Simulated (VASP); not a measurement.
# As (Pm-3m) in VASP: further runs

Runs on As. Level: PBEsol+D3(BJ). Tasks: single point.

All numbers are computed with VASP 6.6.1; they aren't measurements. Logs are shortened: lines on timing, memory, paths and dates and some standing lists are left out, and cuts for length are marked.

## Step 1: The cell of the first run

It takes space group Pm-3m (No. 221, cubic). Conventional cell: a = 2.615 Å, b = 2.615 Å, c = 2.615 Å, α = 90.00°, β = 90.00°, γ = 90.00°. As (site symmetry m-3m) has 6 As at 2.61 Å within 3.4 Å.

## Step 2: Single point, PBEsol+D3(BJ)

INCAR

```
  PREC = Accurate
  ENCUT = 500
  EDIFF = 1E-6
  ISMEAR = -1
  SIGMA = 0.1
  LREAL = F
  LASPH = T
  NELM = 120
  ALGO = Normal
  ISIF = 2
  LWAVE = F
  LCHARG = F
  GGA = PS
  IVDW = 12
  NBANDS = 8
  GGA_COMPAT = F
```

KPOINTS

```
Automatic mesh
0
Gamma
  9 9 9
```

POSCAR

```
As
1.0
    2.6145715974      0.0000000000      0.0000000000
    0.0000000000      2.6145715974      0.0000000000
    0.0000000000      0.0000000000      2.6145715974
As
1
Direct
    0.5000000000      0.5000000000      0.5000000000
```

Potentials or basis: VASP PAW PBE potentials, release 64 (As).

Run with:

```console
> cat potpaw_PBE.64/As/POTCAR > POTCAR
> mpirun -np 1 vasp_std > vasp.out
```

OUTCAR:

```text
PREC = Accurate
   ENCUT = 500
   EDIFF = 1E-6
   ISMEAR = -1
   LREAL = F
   LASPH = T
   NELM = 120
   ISIF = 2
   GGA = PS
   IVDW = 12
 IVDW          = 12

 ion  position               nearest neighbor table
   1  0.500  0.500  0.500-

  LATTYP: Found a simple cubic cell.
 ALAT       =     2.6145715974

  Lattice vectors:

 A1 = (   2.6145715974,   0.0000000000,   0.0000000000)
 A2 = (   0.0000000000,   2.6145715974,   0.0000000000)
 A3 = (   0.0000000000,   0.0000000000,   2.6145715974)

Analysis of symmetry for initial positions (statically):
=====================================================================
 Subroutine PRICEL returns:
 Original cell was already a primitive cell.

 Routine SETGRP: Setting up the symmetry group for a
 simple cubic supercell.

 Subroutine GETGRP returns: Found 48 space group operations
 (whereof 48 operations were pure point group operations)
 out of a pool of 48 trial point group operations.

The static configuration has the point symmetry O_h .

Analysis of symmetry for dynamics (positions and initial velocities):
=====================================================================
 Subroutine PRICEL returns:
 Original cell was already a primitive cell.

 Routine SETGRP: Setting up the symmetry group for a
 simple cubic supercell.

 Subroutine GETGRP returns: Found 48 space group operations
 (whereof 48 operations were pure point group operations)
 out of a pool of 48 trial point group operations.

The dynamic configuration has the point symmetry O_h .

 Subroutine INISYM returns: Found 48 space group operations
 (whereof 48 operations are pure point group operations),
 and found     1 'primitive' translations

----------------------------------------------------------------------------------------

                                     Primitive cell

  volume of cell :      17.8732

  direct lattice vectors                    reciprocal lattice vectors
     2.614571597  0.000000000  0.000000000     0.382471836  0.000000000  0.000000000
     0.000000000  2.614571597  0.000000000     0.000000000  0.382471836  0.000000000
     0.000000000  0.000000000  2.614571597     0.000000000  0.000000000  0.382471836

  length of vectors
     2.614571597  2.614571597  2.614571597     0.382471836  0.382471836  0.382471836

  position of ions in fractional coordinates (direct lattice)
     0.500000000  0.500000000  0.500000000

  ion indices of the primitive-cell ions
   primitive index   ion index
                 1           1

----------------------------------------------------------------------------------------

 KPOINTS: Automatic mesh

Automatic generation of k-mesh.
 Grid dimensions read from file:
 generate k-points for:    9    9    9

 Generating k-lattice:

  Cartesian coordinates                     Fractional coordinates (reciprocal lattice)
     0.042496871  0.000000000  0.000000000     0.111111111  0.000000000  0.000000000
     0.000000000  0.042496871  0.000000000     0.000000000  0.111111111  0.000000000
     0.000000000  0.000000000  0.042496871     0.000000000  0.000000000  0.111111111

  Length of vectors
     0.042496871  0.042496871  0.042496871

  Shift w.r.t. Gamma in fractional coordinates (k-lattice)
     0.000000000  0.000000000  0.000000000

 Subroutine IBZKPT returns following result:
 ===========================================

 Found     35 irreducible k-points:

 Following reciprocal coordinates:
            Coordinates               Weight
  0.000000  0.000000  0.000000      1.000000
  0.111111  0.000000  0.000000      6.000000
  0.222222  0.000000  0.000000      6.000000
  0.333333  0.000000  0.000000      6.000000
  0.444444  0.000000  0.000000      6.000000
  0.111111  0.111111  0.000000     12.000000
[... 16 lines left out ...]
  0.333333  0.333333  0.111111     24.000000
  0.444444  0.333333  0.111111     48.000000
 [... further k-points ...]
   k-points           NKPTS =     35   k-points in BZ     NKDIM =     35   number of bands    NBANDS=      8
   number of dos      NEDOS =    301   number of ions     NIONS =      1
   total plane-waves  NPLWV =   8000
   dimension x,y,z NGX =    20 NGY =   20 NGZ =   20
   dimension x,y,z NGXF=    40 NGYF=   40 NGZF=   40
   ions per type =               1
   NGX,Y,Z   is equivalent  to a cutoff of  12.72, 12.72, 12.72 a.u.
   NGXF,Y,Z  is equivalent  to a cutoff of  25.43, 25.43, 25.43 a.u.
 SYSTEM =  unknown system
   PREC   = accura    normal or accurate (medium, high low for compatibility)
   ISTART =      0    job   : 0-new  1-cont  2-samecut
   ICHARG =      2    charge: 1-file 2-atom 10-const
   ISPIN  =      1    spin polarized calculation?
   LNONCOLLINEAR =      F non collinear calculations
   LSORBIT =      F    spin-orbit coupling
   LASPH  =      T    aspherical Exc in radial PAW
   ENCUT  =  500.0 eV  36.75 Ry    6.06 a.u.   4.77  4.77  4.77*2*pi/ulx,y,z
   NELM   =    120;   NELMIN=  2; NELMDL= -5     # of ELM steps
   EDIFF  = 0.1E-05   stopping-criterion for ELM
   LREAL  =      F    real-space projection
   EDIFFG = 0.1E-04   stopping-criterion for IOM
   NSW    =      0    number of steps for IOM
   IBRION =     -1    ionic relax: 0-MD 1-quasi-New 2-CG
   NFREE  =      0    steps in history (QN), initial steepest desc. (CG)
   ISIF   =      2    stress and relaxation
   ISYM   =      2    0-nonsym 1-usesym 2-fastsym
   POTIM  = 0.5000    time-step for ionic-motion
   TEBEG  =    0.0;   TEEND  =   0.0 temperature during run
   PSTRESS=    0.0 pullay stress
   NELECT =       5.0000    total number of electrons
   NUPDOWN=      -1.0000    fix difference up-down
   EMIN   =  10.00;   EMAX   =-10.00  energy-range for DOS
   EFERMI =   0.00;   METHOD = LEGACY
   ISMEAR =    -1;   SIGMA  =   0.10  broadening in eV -4-tet -1-fermi 0-gaus
   EFERMI_NEDOS =   21; number of points for ismear=-14 and -15
   IALGO  =     38    algorithm
   IMIX   =      4    mixing-type and parameters
     AMIX     =   0.40;   BMIX     =  1.00
     AMIX_MAG =   1.60;   BMIX_MAG =  1.00
  volume/ion in A,a.u.               =      17.87       120.61
  Fermi-wavevector in a.u.,A,eV,Ry     =   1.070691  2.023313 15.597446  1.146380
  Thomas-Fermi vector in A             =   2.206409
   LORBIT       =      0    0 simple, 1 ext, 2 COOP (PROOUT), +10 PAW based schemes
   GGA     = PS    functional components
   LHFCALC =     F    Hartree Fock is set to
   AEXX    =    0.0000 exact exchange contribution
   IVDW    =    12    specifies the selected vdW correction
   LEPSILON=     F    determine dielectric tensor
   LRPA    =     F    only Hartree local field effects (RPA)
 non-spin polarized calculation
  energy-cutoff  :      500.00
  volume of cell :       17.87
 maximum number of plane-waves:       462
 NGX is ok and might be reduce to    20
   NGX =  9   NGY =  9   NGZ =  9

 number of electron       4.9999998 magnetization

 Free energy of the ion-electron system (eV)
  ---------------------------------------------------
  ext. energy  EPLUGINS =         0.00000000
  ---------------------------------------------------
  free energy    TOTEN  =        -5.00376836 eV

  energy without entropy =       -4.99021357  energy(sigma->0) =       -4.99699097

 E-fermi :   7.2302     XC(G=0): -11.0003

 val. band max:        7.1524971545   @ k =   0.3333   0.2222   0.0000
 cond. band min:       7.3636075108   @ k =   0.3333   0.2222   0.1111
 fundamental gap:      0.2111103563
 Fermi energy:         7.2302311023

 k-point     1 :       0.0000    0.0000    0.0000
  band No.  band energies     occupation
      1      -8.9547      2.00000
      2      11.5454      0.00000
      3      11.5454      0.00000
      4      11.5454      0.00000
      5      15.6053      0.00000
      6      15.6053      0.00000
      7      18.3153      0.00000
      8      33.2791      0.00000

 k-point     2 :       0.1111    0.0000    0.0000
  band No.  band energies     occupation
      1      -8.7044      2.00000
      2       8.8470      0.00000
      3      11.7719      0.00000
      4      11.7719      0.00000
      5      15.8239      0.00000
      6      17.2465      0.00000
      7      19.9947      0.00000
      8      30.4152      0.00000

 k-point     3 :       0.2222    0.0000    0.0000
  band No.  band energies     occupation
      1      -7.9666      2.00000
      2       5.1380      2.00000
      3      12.4142      0.00000
      4      12.4142      0.00000
      5      16.4617      0.00000
      6      18.2951      0.00000
      7      24.2676      0.00000
      8      27.0046      0.00000

 k-point     4 :       0.3333    0.0000    0.0000
  band No.  band energies     occupation
      1      -6.8110      2.00000
      2       1.8801      2.00000
      3      13.3254      0.00000
      4      13.3254      0.00000
      5      17.4311      0.00000
      6      19.5259      0.00000
      7      24.2052      0.00000
      8      24.2052      0.00000

 k-point     5 :       0.4444    0.0000    0.0000
  band No.  band energies     occupation
      1      -5.5810      2.00000
      2      -0.4229      2.00000
      3      14.1096      0.00000
      4      14.1096      0.00000
      5      18.3843      0.00000
      6      21.0887      0.00000
      7      22.4714      0.00000
      8      22.4714      0.00000
[... 177 lines left out ...]
 k-point    22 :       0.4444    0.2222    0.1111
  band No.  band energies     occupation
      1      -4.3331      2.00000
      2       0.7368      2.00000
      3       8.3090      0.00004
      4      12.7259      0.00000
      5      14.7935      0.00000
      6      19.3695      0.00000
      7      23.5686      0.00000
      8      26.1654      0.00000

 k-point    23 :       0.3333    0.3333    0.1111
  band No.  band energies     occupation
      1      -4.4071      2.00000
      2       3.7132      2.00000
      3       4.4834      2.00000
      4      12.6551      0.00000
      5      13.8507      0.00000
      6      21.6279      0.00000
      7      22.5755      0.00000
      8      24.4506      0.00000

 k-point    24 :       0.4444    0.3333    0.1111
  band No.  band energies     occupation
      1      -3.1483      2.00000
      2       1.7447      2.00000
      3       5.1029      2.00000
      4      11.7263      0.00000
      5      13.7051      0.00000
      6      20.4028      0.00000
      7      23.0893      0.00000
      8      25.5021      0.00000

 [... further k-points ...]

------------------------ aborting loop because EDIFF is reached ----------------------------------------

 Edisp (eV)   -0.44328

 E8    (eV) :    -0.2846

  FORCE on cell =-STRESS in cart. coord.  units (eV):
  Direction    XX          YY          ZZ          XY          YZ          ZX
  --------------------------------------------------------------------------------------
  -------------------------------------------------------------------------------------
  Total       0.55656     0.55656     0.55656    -0.00000     0.00000    -0.00000
  in kB      49.89122    49.89122    49.89122    -0.00000     0.00000    -0.00000
  external pressure =       49.89 kB  Pullay stress =        0.00 kB

 VOLUME and BASIS-vectors are now :
 -----------------------------------------------------------------------------
  energy-cutoff  :      500.00
  volume of cell :       17.87
      direct lattice vectors                 reciprocal lattice vectors
     2.614571597  0.000000000  0.000000000     0.382471836  0.000000000  0.000000000
     0.000000000  2.614571597  0.000000000     0.000000000  0.382471836  0.000000000
     0.000000000  0.000000000  2.614571597     0.000000000  0.000000000  0.382471836

 POSITION                                       TOTAL-FORCE (eV/Angst)
 -----------------------------------------------------------------------------------
      1.30729      1.30729      1.30729         0.000000      0.000000      0.000000
 -----------------------------------------------------------------------------------
    total drift:                                0.000000     -0.000000      0.000000

  FREE ENERGIE OF THE ION-ELECTRON SYSTEM (eV)
  ---------------------------------------------------
  free  energy   TOTEN  =        -5.4470470985 eV

  energy  without entropy=       -5.4334923048  energy(sigma->0) =       -5.44026970
```

Wall time 2.6 s (1 thread of Intel Xeon 6975P-C, shared host); peak memory 0.13 GiB.

What came out:

| Quantity | Value |
| --- | --- |
| Free energy | -5.4470 eV |
| Pressure | 5.0 GPa |
| Dispersion energy per atom | -0.443 eV |

Levels at points of the mesh, in eV from the Fermi level:
```
           k point  band 1  band 2  band 3  band 4  band 5  band 6  band 7
(0.00, 0.00, 0.00)  -16.18    4.32    4.32    4.32    8.38    8.38   11.09
```

Caveat: three body term missing; the PAW data sets were made with another functional, which shifts forces and pressure a little; pairwise dispersion overbinds metals, which lowers pressure and volume.

## Step 3: Single point, PBEsol+D3(BJ)

This run uses another cell than the first one, of 17.20 Å³/atom, 0.963 times its volume.

INCAR

```
PREC = Accurate ; ENCUT = 500
EDIFF = 1E-6 ; ISMEAR = -1
SIGMA = 0.1 ; LREAL = F
LASPH = T ; NELM = 120
ALGO = Normal ; ISIF = 2
LWAVE = F ; LCHARG = T
GGA = PS ; IVDW = 12
LELF = T ; LVHAR = T
NBANDS = 8 ; GGA_COMPAT = F
```

KPOINTS

```
regular mesh
0
Gamma
  9 9 9
```

POSCAR

```
As
1.0
    2.5815644778      0.0000000000      0.0000000000
    0.0000000000      2.5815644778      0.0000000000
    0.0000000000      0.0000000000      2.5815644778
As
1
Direct
    0.5000000000      0.5000000000      0.5000000000
```

Potentials or basis: VASP PAW PBE potentials, release 64 (As).

Run with:

```console
> cat potpaw_PBE.64/As/POTCAR > POTCAR
> mpirun -np 1 vasp_std > vasp.out
```

Wall time 3.8 s (1 thread of Intel Xeon 6975P-C, shared host); peak memory 0.13 GiB.

The run converged. Its results:

```yaml
Free_energy: -5.4160 eV
Pressure: 10.1 GPa
Dispersion_energy_per_atom: -0.461 eV
```

Levels at points of the mesh, in eV from the Fermi level:
```
           k point  band 1  band 2  band 3  band 4  band 5  band 6
(0.00, 0.00, 0.00)  -16.59    4.46    4.46    4.46    8.40    8.40
```

Caveat: three body term missing; the PAW data sets were made with another functional, which shifts forces and pressure a little; pairwise dispersion overbinds metals, which lowers pressure and volume.

## Step 4: Single point, PBEsol+D3(BJ)

This run uses another cell than the first one, of 16.16 Å³/atom, 0.904 times its volume.

INCAR

```
PREC = Accurate
ENCUT = 500
EDIFF = 1E-6
ISMEAR = -1
SIGMA = 0.1
LREAL = F
LASPH = T
NELM = 120
ALGO = Normal
ISIF = 2
LWAVE = F
LCHARG = F
GGA = PS
IVDW = 12
NBANDS = 8
GGA_COMPAT = F
```

KPOINTS

```
Automatic mesh
0
Gamma
  9 9 9
```

POSCAR

```
As
1.0
    2.5282753749      0.0000000000      0.0000000000
    0.0000000000      2.5282753749      0.0000000000
    0.0000000000      0.0000000000      2.5282753749
As
1
Direct
    0.5000000000      0.5000000000      0.5000000000
```

Potentials or basis: VASP PAW PBE potentials, release 64 (As).

Run with:

```console
> cat potpaw_PBE.64/As/POTCAR > POTCAR
> mpirun -np 1 vasp_std > vasp.out
```

OUTCAR:

```text
PREC = Accurate
   ENCUT = 500
   EDIFF = 1E-6
   ISMEAR = -1
   LREAL = F
   LASPH = T
   NELM = 120
   ISIF = 2
   GGA = PS
   IVDW = 12
 IVDW          = 12

 ion  position               nearest neighbor table
   1  0.500  0.500  0.500-

  LATTYP: Found a simple cubic cell.
 ALAT       =     2.5282753749

  Lattice vectors:

 A1 = (   2.5282753749,   0.0000000000,   0.0000000000)
 A2 = (   0.0000000000,   2.5282753749,   0.0000000000)
[... 442 lines left out ...]
      8      27.9993      0.00000

 [... further k-points ...]

------------------------ aborting loop because EDIFF is reached ----------------------------------------

 Edisp (eV)   -0.49170

 E8    (eV) :    -0.3159

  FORCE on cell =-STRESS in cart. coord.  units (eV):
  Direction    XX          YY          ZZ          XY          YZ          ZX
  --------------------------------------------------------------------------------------
  -------------------------------------------------------------------------------------
  Total       2.04356     2.04356     2.04356    -0.00000    -0.00000     0.00000
  in kB     202.59330   202.59330   202.59330    -0.00000    -0.00000     0.00000
  external pressure =      202.59 kB  Pullay stress =        0.00 kB

 VOLUME and BASIS-vectors are now :
 -----------------------------------------------------------------------------
  energy-cutoff  :      500.00
  volume of cell :       16.16
      direct lattice vectors                 reciprocal lattice vectors
     2.528275375  0.000000000  0.000000000     0.395526536  0.000000000  0.000000000
     0.000000000  2.528275375  0.000000000     0.000000000  0.395526536  0.000000000
     0.000000000  0.000000000  2.528275375     0.000000000  0.000000000  0.395526536

 POSITION                                       TOTAL-FORCE (eV/Angst)
 -----------------------------------------------------------------------------------
      1.26414      1.26414      1.26414         0.000000      0.000000      0.000000
 -----------------------------------------------------------------------------------
    total drift:                                0.000000      0.000000     -0.000000

  FREE ENERGIE OF THE ION-ELECTRON SYSTEM (eV)
  ---------------------------------------------------
  free  energy   TOTEN  =        -5.3190892647 eV

  energy  without entropy=       -5.3041535675  energy(sigma->0) =       -5.31162142
```

Wall time 3.3 s (1 thread of Intel Xeon 6975P-C, shared host); peak memory 0.13 GiB.

What came out:

```
Free energy                : -5.3191 eV
Pressure                   : 20.3 GPa
Dispersion energy per atom : -0.492 eV
```

Caveat: three body term missing; the PAW data sets were made with another functional, which shifts forces and pressure a little; pairwise dispersion overbinds metals, which lowers pressure and volume.

## Step 5: The runs side by side

```tsv
cell	gap on the mesh (eV)	pressure (GPa)
a = 2.615 Å, 1 atom	none	5.0
a = 2.582 Å, 1 atom	none	10.1
a = 2.528 Å, 1 atom	none	20.3
```

Alike in all rows: task single point; level PBEsol+D3(BJ); potentials or basis VASP PAW PBE potentials, release 64 (As); no spin polarisation; k mesh 9 × 9 × 9; cutoff (eV) 500; smearing fermi-dirac 0.1 eV.

Caveats: three body term missing; the PAW data sets were made with another functional, which shifts forces and pressure a little; pairwise dispersion overbinds metals, which lowers pressure and volume.

Total energies depend on the potentials used, so only differences within one code and one set of settings carry meaning.
